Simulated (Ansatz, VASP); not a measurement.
Two plane-wave programs on C

```xyz
2
Lattice="2.4160 -0.0597 0.0125 -1.2597 2.1572 -0.0295 0.0433 -0.0931 8.3542" Properties=species:S:1:pos:R:3 pbc="T T T"
C    -0.0281    1.3833   -0.0092
C     1.2188    0.5599    8.3338
```

Alike in both runs: task single point; functional r2SCAN; k mesh 9 × 9 × 3; occupations fermi-dirac, width 0.15 eV; no spin polarisation.

|  | VASP | Ansatz |
| --- | --- | --- |
| version | VASP 6.6.1 | Ansatz 0.2.0 |
| potentials or method | VASP PAW PBE potentials, release 64 (C), cutoff 520 eV | plane waves, PAW |
| valence electrons in the cell | 8 | 8 |

|  | VASP | Ansatz | Ansatz less VASP |
| --- | --- | --- | --- |
| rms of the force components (eV/Å) | 0.606 | 0.611 | +0.0046 |

VASP's potentials were made for PBE, not for r2SCAN. Atom by atom the forces differ by 0.009 eV/Å (rms over components). With one functional, cell and mesh, what is left measures potentials, basis and numerics. Ansatz's warnings: stress scf threshold loose.
